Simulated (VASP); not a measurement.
# B3P (P-6m2) in VASP: further runs, part 3 of 3

VASP 6.6.1. The steps go on from the part before.

**5. Single point, PBE**

This run uses another cell than the first one, of 10.62 Å³/atom, 0.998 times its volume.

INCAR

```
SYSTEM = B3P
ALGO     = Normal         ! electronic algorithm
EDIFF    = 1E-6           ! SCF threshold, eV
ENCUT    = 500            ! plane-wave cutoff, eV
GGA      = PE             ! functional
GGA_COMPAT= .FALSE.      
ISIF     = 2              ! what is computed and relaxed
ISMEAR   = 0              ! smearing method
LASPH    = .TRUE.         ! aspherical terms in the spheres
LCHARG   = .FALSE.        ! write CHGCAR
LREAL    = .FALSE.        ! projectors in reciprocal space
LWAVE    = .FALSE.        ! write WAVECAR
NBANDS   = 15             ! bands
NELM     = 120            ! most SCF steps
PREC     = Accurate       ! precision mode
SIGMA    = 0.1            ! smearing width, eV
```

KPOINTS

```
k-points
0
G
  12 12 16
  0 0 0
```

POSCAR

```
B3P
1.0
    4.0687222513      0.0000000000      0.0000000000
   -2.0343611257      3.5236168306      0.0000000000
    0.0000000000      0.0000000000      2.9626322311
B P
3 1
Direct
    0.5259512155      0.4740487845      0.5000000000
    0.5259512155      0.0519024309      0.5000000000
    0.9480975691      0.4740487845      0.5000000000
    0.3333333333      0.6666666667      0.0000000000
```

Potentials or basis: VASP PAW PBE potentials, release 64 (B, P).

Launch:

```bash
$ cat potpaw_PBE.64/B/POTCAR potpaw_PBE.64/P/POTCAR > POTCAR
$ mpirun -np 1 vasp_std > vasp.out
```

OUTCAR:

```text
SYSTEM = B3P
   EDIFF = 1E-6
   ENCUT = 500
   GGA = PE
   ISIF = 2
   ISMEAR = 0
   LASPH = .TRUE.
   LREAL = .FALSE.
   NELM = 120
   PREC = Accurate

 ion  position               nearest neighbor table
   1  0.526  0.474  0.500-   3 1.72   2 1.72   4 2.01   4 2.01
   2  0.526  0.052  0.500-   3 1.72   1 1.72   4 2.01   4 2.01
   3  0.948  0.474  0.500-   1 1.72   2 1.72   4 2.01   4 2.01
   4  0.333  0.667  0.000-   3 2.01   3 2.01   2 2.01   2 2.01   1 2.01   1 2.01

  LATTYP: Found a hexagonal cell.
 ALAT       =     4.0687222513
 C/A-ratio  =     0.7281480642

  Lattice vectors:

 A1 = (   4.0687222513,   0.0000000000,   0.0000000000)
 A2 = (  -2.0343611257,   3.5236168306,   0.0000000000)
 A3 = (   0.0000000000,   0.0000000000,   2.9626322311)

Analysis of symmetry for initial positions (statically):
=====================================================================
 Subroutine PRICEL returns:
 Original cell was already a primitive cell.

 Routine SETGRP: Setting up the symmetry group for a
 hexagonal supercell.

 Subroutine GETGRP returns: Found 12 space group operations
 (whereof 12 operations were pure point group operations)
 out of a pool of 24 trial point group operations.

The static configuration has the point symmetry D_3h.

Analysis of symmetry for dynamics (positions and initial velocities):
=====================================================================
 Subroutine PRICEL returns:
 Original cell was already a primitive cell.

 Routine SETGRP: Setting up the symmetry group for a
 hexagonal supercell.

 Subroutine GETGRP returns: Found 12 space group operations
 (whereof 12 operations were pure point group operations)
 out of a pool of 24 trial point group operations.

The dynamic configuration has the point symmetry D_3h.

 Subroutine INISYM returns: Found 12 space group operations
 (whereof 12 operations are pure point group operations),
 and found     1 'primitive' translations

----------------------------------------------------------------------------------------

                                     Primitive cell

  volume of cell :      42.4741

  direct lattice vectors                    reciprocal lattice vectors
     4.068722251  0.000000000  0.000000000     0.245777406  0.141899651  0.000000000
    -2.034361126  3.523616831  0.000000000     0.000000000  0.283799303  0.000000000
     0.000000000  0.000000000  2.962632231     0.000000000  0.000000000  0.337537677

  length of vectors
     4.068722251  4.068722251  2.962632231     0.283799303  0.283799303  0.337537677

  position of ions in fractional coordinates (direct lattice)
     0.525951216  0.474048784  0.500000000
     0.525951216  0.051902431  0.500000000
     0.948097569  0.474048784  0.500000000
     0.333333333  0.666666667  0.000000000

  ion indices of the primitive-cell ions
   primitive index   ion index
                 1           1
                 2           2
                 3           3
                 4           4

----------------------------------------------------------------------------------------
[... 31 lines left out ...]
  0.333333 -0.000000  0.000000      6.000000
  0.416667 -0.000000  0.000000      6.000000
[... 16 lines left out ...]
  0.250000 -0.000000  0.062500     12.000000
  0.333333 -0.000000  0.062500     12.000000
 [... further k-points ...]
   k-points           NKPTS =    171   k-points in BZ     NKDIM =    171   number of bands    NBANDS=     15
   number of dos      NEDOS =    301   number of ions     NIONS =      4
   total plane-waves  NPLWV =  21600
   dimension x,y,z NGX =    30 NGY =   30 NGZ =   24
   dimension x,y,z NGXF=    60 NGYF=   60 NGZF=   48
   ions per type =               3   1
   NGX,Y,Z   is equivalent  to a cutoff of  12.26, 12.26, 13.47 a.u.
   NGXF,Y,Z  is equivalent  to a cutoff of  24.52, 24.52, 26.93 a.u.
 SYSTEM =  B3P
   PREC   = accura    normal or accurate (medium, high low for compatibility)
   ISTART =      0    job   : 0-new  1-cont  2-samecut
   ICHARG =      2    charge: 1-file 2-atom 10-const
   ISPIN  =      1    spin polarized calculation?
   LNONCOLLINEAR =      F non collinear calculations
   LSORBIT =      F    spin-orbit coupling
   LASPH  =      T    aspherical Exc in radial PAW
   ENCUT  =  500.0 eV  36.75 Ry    6.06 a.u.   7.42  7.42  5.40*2*pi/ulx,y,z
   NELM   =    120;   NELMIN=  2; NELMDL= -5     # of ELM steps
   EDIFF  = 0.1E-05   stopping-criterion for ELM
   LREAL  =      F    real-space projection
   EDIFFG = 0.1E-04   stopping-criterion for IOM
   NSW    =      0    number of steps for IOM
   IBRION =     -1    ionic relax: 0-MD 1-quasi-New 2-CG
   NFREE  =      0    steps in history (QN), initial steepest desc. (CG)
   ISIF   =      2    stress and relaxation
   ISYM   =      2    0-nonsym 1-usesym 2-fastsym
   POTIM  = 0.5000    time-step for ionic-motion
   TEBEG  =    0.0;   TEEND  =   0.0 temperature during run
   PSTRESS=    0.0 pullay stress
   NELECT =      14.0000    total number of electrons
   NUPDOWN=      -1.0000    fix difference up-down
   EMIN   =  10.00;   EMAX   =-10.00  energy-range for DOS
   EFERMI =   0.00;   METHOD = LEGACY
   ISMEAR =     0;   SIGMA  =   0.10  broadening in eV -4-tet -1-fermi 0-gaus
   EFERMI_NEDOS =   21; number of points for ismear=-14 and -15
   IALGO  =     38    algorithm
   IMIX   =      4    mixing-type and parameters
     AMIX     =   0.40;   BMIX     =  1.00
     AMIX_MAG =   1.60;   BMIX_MAG =  1.00
  volume/ion in A,a.u.               =      10.62        71.66
  Fermi-wavevector in a.u.,A,eV,Ry     =   1.130861  2.137018 17.399775  1.278847
  Thomas-Fermi vector in A             =   2.267559
   LORBIT       =      0    0 simple, 1 ext, 2 COOP (PROOUT), +10 PAW based schemes
   GGA     = PE    functional components
   LHFCALC =     F    Hartree Fock is set to
   AEXX    =    0.0000 exact exchange contribution
   IVDW    =     0    specifies the selected vdW correction
   LEPSILON=     F    determine dielectric tensor
   LRPA    =     F    only Hartree local field effects (RPA)
 non-spin polarized calculation
 Gauss-broadening in eV      SIGMA  =   0.10
  energy-cutoff  :      500.00
  volume of cell :       42.47
 maximum number of plane-waves:      1097
 NGX is ok and might be reduce to    30
   NGX = 15   NGY = 15   NGZ = 11

 number of electron      13.9999999 magnetization

 Free energy of the ion-electron system (eV)
  ---------------------------------------------------
  ext. energy  EPLUGINS =         0.00000000
  ---------------------------------------------------
  free energy    TOTEN  =       -22.32331331 eV

  energy without entropy =      -22.31639440  energy(sigma->0) =      -22.31985385

 E-fermi :   5.9806     XC(G=0): -10.5805

 val. band max:        5.9753598827   @ k =   0.3333   0.2500   0.3125
 cond. band min:       5.9841380800   @ k =   0.2500   0.2500   0.0625
 fundamental gap:      0.0087781973
 Fermi energy:         5.9806063478

 k-point     1 :       0.0000    0.0000    0.0000
  band No.  band energies     occupation
      1     -10.0238      2.00000
      2      -3.1462      2.00000
      3       0.1155      2.00000
      4       0.1155      2.00000
      5       2.1578      2.00000
      6       2.9921      2.00000
      7       2.9921      2.00000
      8       8.0196      0.00000
      9      10.2279      0.00000
     10      10.2279      0.00000
     11      10.4168      0.00000
     12      12.9848      0.00000
     13      15.7998      0.00000
     14      15.7998      0.00000
[... 401 lines left out ...]
      2      -4.9586      2.00000
      3      -0.8162      2.00000
      4      -0.0213      2.00000
      5       2.4091      2.00000
      6       4.6267      2.00000
      7       5.6705      1.99999
      8       6.9994      0.00000
      9       9.0279      0.00000
     10       9.6776      0.00000
     11      12.6868      0.00000
     12      13.4635      0.00000
     13      13.8799      0.00000
     14      15.3546      0.00000
     15      16.0327      0.00000

 [... further k-points ...]
[... 5 lines left out ...]
  --------------------------------------------------------------------------------------
  -------------------------------------------------------------------------------------
  Total       -0.0366666     -0.0366666     -0.0785584      0.0000000      0.0000000     -0.0000000
  in kB       -1.3831089     -1.3831089     -2.9633221      0.0000000      0.0000000     -0.0000000
  external PRESSURE =      -1.9098467 kB  Pullay stress =       0.0000000 kB

 VOLUME and BASIS-vectors are now :
 -----------------------------------------------------------------------------
  energy-cutoff  :      500.00
  volume of cell :       42.47
      direct lattice vectors                 reciprocal lattice vectors
     4.068722251  0.000000000  0.000000000     0.245777406  0.141899651  0.000000000
    -2.034361126  3.523616831  0.000000000     0.000000000  0.283799303  0.000000000
     0.000000000  0.000000000  2.962632231     0.000000000  0.000000000  0.337537677

 POSITION                                       TOTAL-FORCE (eV/Angst)
 -----------------------------------------------------------------------------------
      1.17556      1.67037      1.48132        -0.022811      0.013170     -0.000000
      2.03436      0.18288      1.48132         0.000000     -0.026340      0.000000
      2.89316      1.67037      1.48132         0.022811      0.013170     -0.000000
     -0.00000      2.34908      0.00000        -0.000000      0.000000     -0.000000
 -----------------------------------------------------------------------------------
    total drift:                               -0.000000      0.000000     -0.000000

  FREE ENERGIE OF THE ION-ELECTRON SYSTEM (eV)
  ---------------------------------------------------
  free  energy   TOTEN  =       -22.3233133063 eV

  energy  without entropy=      -22.3163943974  energy(sigma->0) =      -22.31985385
```

Wall time 61 s (1 thread of AMD EPYC 9R45 (Zen 5), shared host); peak memory 0.18 GiB.

What came out:

| Item | Value |
| --- | --- |
| Free energy | -22.3233 eV |
| Pressure | -0.2 GPa |
| Largest force | 0.026 eV/Å |
| Band gap on the k mesh | zero (band 7 reaches 6.73 eV, above the bottom of band 8 at 4.64 eV) |

Forces in eV/Å, atoms in the order of the input:
```
B   -0.023  0.013  0.000
B    0.000 -0.026  0.000
B    0.023  0.013  0.000
P    0.000  0.000  0.000
```

Stress tensor (GPa, compression positive):
```
-0.14  0.00  0.00
 0.00 -0.14  0.00
 0.00  0.00 -0.30
```

**6. Relaxation of cell and atoms, PBE**

INCAR

```
SYSTEM = B3P
ALGO     = Normal         ! electronic algorithm
EDIFF    = 1E-7           ! SCF threshold, eV
EDIFFG   = -0.01          ! ionic threshold
ENCUT    = 500            ! plane-wave cutoff, eV
GGA      = PE             ! functional
GGA_COMPAT= .FALSE.      
IBRION   = 2              ! ionic algorithm
ISIF     = 3              ! what is computed and relaxed
ISMEAR   = 0              ! smearing method
LASPH    = .TRUE.         ! aspherical terms in the spheres
LCHARG   = .FALSE.        ! write CHGCAR
LREAL    = .FALSE.        ! projectors in reciprocal space
LWAVE    = .FALSE.        ! write WAVECAR
NELM     = 120            ! most SCF steps
NELMIN   = 4            
NSW      = 100            ! ionic steps
PREC     = Accurate       ! precision mode
SIGMA    = 0.1            ! smearing width, eV
```

KPOINTS is that of step 5.

POSCAR

```
B3P
1.0
    4.0878902628      0.0000000000      0.0000000000
   -2.0439451314      3.5402168155      0.0000000000
    0.0000000000      0.0000000000      2.9420770993
B P
3 1
Direct
    0.5268979235      0.4731020765      0.5000000000
    0.5268979235      0.0537958470      0.5000000000
    0.9462041530      0.4731020765      0.5000000000
    0.3333333333      0.6666666667      0.0000000000
```

Potentials or basis: VASP PAW PBE potentials, release 64 (B, P).

Launch:

```bash
$ cat potpaw_PBE.64/B/POTCAR potpaw_PBE.64/P/POTCAR > POTCAR
$ mpirun -np 1 vasp_std > vasp.out
```

Wall time 2.1 min (1 thread of AMD EPYC 9R45 (Zen 5), shared host); peak memory 0.17 GiB.

Results (log left out):

```yaml
Free_energy: -22.3234 eV
Relaxed_volume: 10.61 Å³/atom
Relaxed_cell: a = 4.066 Å, b = 4.066 Å, c = 2.963 Å, α = 90.00°, β = 90.00°, γ = 120.00°
Space_group_after_relaxing_to_0.05_Å: P-6m2 (No. 187)
Energy_gained_by_relaxing: 0.7 meV/atom
Ionic_steps: 5
Pressure_after_relaxing: -0.1 GPa
Largest_force_after_relaxing: 0.006 eV/Å
Band_gap_on_the_k_mesh: zero (band 7 reaches 6.75 eV, above the bottom of band 8 at 4.66 eV)
```

Forces on the atoms (eV/Å):
```
B   -0.005  0.003  0.000
B    0.000 -0.006  0.000
B    0.005  0.003  0.000
P    0.000  0.000  0.000
```

Stress tensor (GPa, compression positive):
```
-0.05  0.00  0.00
 0.00 -0.05  0.00
 0.00  0.00 -0.15
```

Step by step:
```tsv
step	energy change (eV)	largest force (eV/Å)	pressure (GPa)	volume (Å³)
1	0.0000	0.1321	0.15	42.58
2	-0.0014	0.0626	-0.48	42.64
3	-0.0014	0.0359	-0.39	42.63
4	-0.0025	0.0102	-0.20	42.50
5	-0.0026	0.0057	-0.08	42.42
```

Final structure:
```
B P
1.0
     4.06608    0.00000    0.00000
    -2.03304    3.52133    0.00000
     0.00000    0.00000    2.96291
B P
3 1
Direct
  0.52582 0.47418 0.50000
  0.52582 0.05163 0.50000
  0.94837 0.47418 0.50000
  0.33333 0.66667 0.00000
```

Levels at points of the mesh, in eV from the Fermi level:
```csv
k point,band 3,band 4,band 5,band 6,band 7,band 8,band 9,band 10,band 11
"(0.00, 0.00, 0.00)",-5.87,-5.87,-3.84,-2.99,-2.99,2.02,4.24,4.24,4.44
"(0.50, 0.00, 0.00)",-7.07,-6.18,-2.75,-0.56,0.40,0.96,2.59,3.92,5.00
"(0.00, 0.00, 0.50)",-7.90,-3.48,-3.48,-1.83,-1.83,-1.34,-1.34,0.83,4.94
"(0.50, 0.00, 0.50)",-9.57,-6.67,-3.99,-3.98,-3.63,2.06,2.20,2.61,7.81
```

**7. The runs side by side**

```tsv
task	cell	k mesh	gap on the mesh (eV)	pressure (GPa)	relaxed volume (Å³/atom)	largest force (eV/Å)
single point	a = 4.088, b = 4.088, c = 2.942 Å, angles 90.0, 90.0, 120.0°, 4 atoms	6 × 6 × 6	none	-0.3	-	0.04
single point	a = 3.928, b = 3.928, c = 3.322 Å, angles 90.0, 90.0, 120.0°, 4 atoms	6 × 6 × 6	none	59.5	-	28.09
relaxation of cell and atoms	relaxed from a = 3.928, b = 3.928, c = 3.322 Å, angles 90.0, 90.0, 120.0°, 4 atoms	6 × 6 × 6	none	0.1	9.97	0.02
single point	a = 4.069, b = 4.069, c = 2.963 Å, angles 90.0, 90.0, 120.0°, 4 atoms	12 × 12 × 16	none	-0.2	-	0.03
relaxation of cell and atoms	relaxed from a = 4.088, b = 4.088, c = 2.942 Å, angles 90.0, 90.0, 120.0°, 4 atoms	12 × 12 × 16	none	-0.1	10.61	0.01
```

Alike in all rows: level PBE; potentials or basis VASP PAW PBE potentials, release 64 (B, P); no spin polarisation; cutoff (eV) 500; smearing gaussian 0.1 eV.

Caveats: forces of over 1 eV/Å act on the atoms, so gaps and moduli don't describe the material at rest (some runs).

Total energies depend on the potentials used, so only differences within one code and one set of settings carry meaning.
